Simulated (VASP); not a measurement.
Crystal: Mg2O.

```
Mg O
1.0
     2.60915   -2.75276    0.00000
     2.60915    2.75276    0.00000
     0.00000    0.00000    3.30319
Mg O
2 1
Cartesian
  1.4899 0.0000 1.6516
  3.7284 0.0000 1.6516
  0.0000 0.0000 0.0000
```

The cell was generated, and may not be a known phase.

- Program: VASP 6.6.1
- Task: relaxation of cell and atoms
- Functional: PBE
- Potentials or basis: VASP PAW PBE potentials, release 64 (Mg_sv, O)
- Cutoff: 840 eV
- k mesh: 5 × 5 × 6
- Occupations: gaussian, width 0.2 eV
- Spin: no spin polarisation

At the start: pressure 5.4 GPa; volume 15.82 Å³/atom.

Task: How do energy, volume and symmetry change on relaxing?

Result: Over 9 steps the energy falls by 667.4 meV/atom and the volume is 19.91 Å³/atom (+25.9 %); space group Cmmm (No. 65, to 0.1 Å) before and after.

Step by step:
```tsv
step	energy change (eV)	largest force (eV/Å)	pressure (GPa)	volume (Å³)
1	0.0000	4.9136	5.36	47.45
2	-1.6761	0.1553	2.00	50.73
3	-1.6912	0.2334	2.96	51.11
4	-1.8501	0.4403	1.93	53.70
5	-1.9308	0.6951	1.50	56.79
6	-1.9372	0.7982	1.46	57.98
7	-1.9781	0.3756	-2.46	61.93
8	-1.9897	0.0261	-1.30	60.65
9	-2.0023	0.0507	0.14	59.72
```

Final structure:
```yaml
crystal:
  lattice:
    - [2.81828, -3.62690, 0.00000]
    - [2.81828, 3.62690, 0.00000]
    - [0.00000, 0.00000, 2.92126]
  atoms:
    - { symbol: Mg, position: [0.24169, 0.24169, 0.50000] }
    - { symbol: Mg, position: [0.75831, 0.75831, 0.50000] }
    - { symbol: O, position: [0.00000, 0.00000, 0.00000] }
```

Caveat: the volume moved by over 15 % at a fixed basis, so the end points are rough; the relaxation stopped at a loose force limit of 0.08 eV/Å, so its end isn't a converged minimum.
